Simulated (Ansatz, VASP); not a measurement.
# Ti: VASP beside Ansatz

```
CELL_PARAMETERS angstrom
-1.60512 1.60512 1.60512
1.60512 -1.60512 1.60512
1.60512 1.60512 -1.60512
ATOMIC_POSITIONS crystal
Ti 0.00000 0.00000 0.00000
```

Alike in both runs: task relaxation of cell and atoms; functional PBEsol; k mesh 20 × 20 × 20; occupations fermi-dirac, width 0.15 eV; no spin polarisation.

|  | VASP | Ansatz |
| --- | --- | --- |
| version | VASP 6.6.1 | Ansatz 0.2.0 |
| potentials or method | VASP PAW PBE potentials, release 64 (Ti_sv), cutoff 600 eV | scalar-relativistic, plane waves, PAW |
| valence electrons in the cell | 12 | 12 |

VASP gave:

```
gap on the k mesh at the Fermi level, each at its own relaxed structure (eV) : none
relaxed volume (Å³/atom)                                                     : 16.65
relaxed cell length with the largest relative difference (Å)                 : 2.786
```

Estimate Ansatz's values.

gap on the k mesh at the Fermi level, each at its own relaxed structure (eV): none; relaxed volume (Å³/atom): 16.68; relaxed cell length with the largest relative difference (Å): 2.788.

VASP's potentials were made for PBE, not for PBEsol. A gap of «none» marks a metal or a gap that the smearing closes.
